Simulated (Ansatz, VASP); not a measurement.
**Sn in VASP and in Ansatz**

```xyz
2
Lattice="0.0000 3.3093 3.3093 3.3093 0.0000 3.3093 3.3093 3.3093 0.0000" Properties=species:S:1:pos:R:3 pbc="T T T"
Sn    3.3093    3.3093    3.3093
Sn    4.9639    4.9639    4.9639
```

Change from the starting cell: volume scaled by 1.06, PAW files.

Alike in both runs: task electric field gradients; functional LDA; k mesh 9 × 9 × 9; occupations fermi-dirac, width 0.03 eV; no spin polarisation.

```csv
,VASP,Ansatz
version,VASP 6.6.1,Ansatz 0.2.0
potentials or method,"VASP PAW LDA potentials, release 64 (Sn_d)","PAW with Ansatz's default frozen-core files, scalar-relativistic"
plane-wave cutoff (eV),520,420
valence electrons in the cell,28,28
```

|  | VASP | Ansatz | Ansatz less VASP |
| --- | --- | --- | --- |
| pressure (GPa) | -2.5 | -2.5 | +0.02 |

LDA's correlation is that of Perdew and Zunger in VASP and of Perdew and Wang (1992) in Ansatz.
